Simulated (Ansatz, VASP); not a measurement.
Two plane-wave programs on MnO

Contents of INCAR:

```
SYSTEM = MnO
  ALGO = Normal
  EDIFF = 1E-7
  ENCUT = 520
  GGA = PE
  ISIF = 2
  ISMEAR = -1
  ISPIN = 2
  LASPH = .True.
  LCHARG = .False.
  LDAU = .True.
  LDAUJ = 0 0
  LDAUL = 2 -1
  LDAUPRINT = 1
  LDAUTYPE = 2
  LDAUU = 6.5 0
  LMAXMIX = 4
  LORBIT = 11
  LREAL = .False.
  LWAVE = .False.
  MAGMOM = 4.5 -4.5 0 0
  NBANDS = 31
  NELM = 150
  PREC = Accurate
  SIGMA = 0.02
```

Contents of KPOINTS:

```
k-points
0
Gamma
  8 4 8
  0 0 0
```

POSCAR

```
MnO
1.0
    0.0000000000      2.2400000000      2.2400000000
    4.4800000000      0.0000000000      4.4800000000
    2.2400000000      2.2400000000      0.0000000000
Mn O
2 2
Direct
    0.0000000000      0.0000000000      0.0000000000
    0.0000000000      0.5000000000      0.0000000000
    0.5000000000      0.2500000000      0.5000000000
    0.5000000000      0.7500000000      0.5000000000
```

Input for Ansatz:

```yaml
crystal:
  lattice:
    - [0.0, 2.24, 2.24]
    - [4.48, 0.0, 4.48]
    - [2.24, 2.24, 0.0]
  atoms:
    - { symbol: Mn, position: [0.0, 0.0, 0.0], spin: 4.5 }
    - { symbol: Mn, position: [0.0, 0.5, 0.0], spin: -4.5 }
    - { symbol: O, position: [0.5, 0.25, 0.5] }
    - { symbol: O, position: [0.5, 0.75, 0.5] }
magnetization:
  spin_polarized: true
hamiltonian:
  xc: pbe
  pseudopotentials: { kind: paw }
  hubbard: { sites: [{ species: Mn, l: d, u_eff: 6.5 }] }
basis:
  ecutwfc: 420
kpoints:
  mp_grid: { grid: [8, 4, 8] }
scf:
  occupations: { method: fermi_dirac, width: 0.02 }
  lower_state_search: standard
output:
  forces: true
  stress: true
```

Alike in both runs: task single point; functional PBE; k mesh 8 × 4 × 8; occupations fermi-dirac, width 0.02 eV; collinear spin; Hubbard terms Mn d U = 6.5 eV.

|  | VASP | Ansatz |
| --- | --- | --- |
| version | VASP 6.6.1 | Ansatz 0.2.0 |
| potentials or method | VASP PAW PBE potentials, release 64 (Mn_pv, O), cutoff 520 eV | PAW, plane waves, scalar-relativistic |
| valence electrons in the cell | 38 | 42 |

Ansatz gave:

* pressure (GPa): 6.6
* traceless stress, the component that is largest in VASP (GPa): 0.80
* net moment per atom (μB): 0.00
* size of the moment on the site where the two differ most (μB): 4.31

Task: What did VASP give for the same quantities?

Result: Pressure (GPa): 3.7; traceless stress, the component that is largest in VASP (GPa): 0.81; net moment per atom (μB): 0.00; size of the moment on the site where the two differ most (μB): 4.66.

Site moments also hang on the region over which each program counts them. The programs project onto different local orbitals, so the same U acts differently, and such runs can settle in different states. VASP's potentials hold 38 valence electrons a cell and Ansatz's 42, so a difference there can come from the potentials and not from the codes.
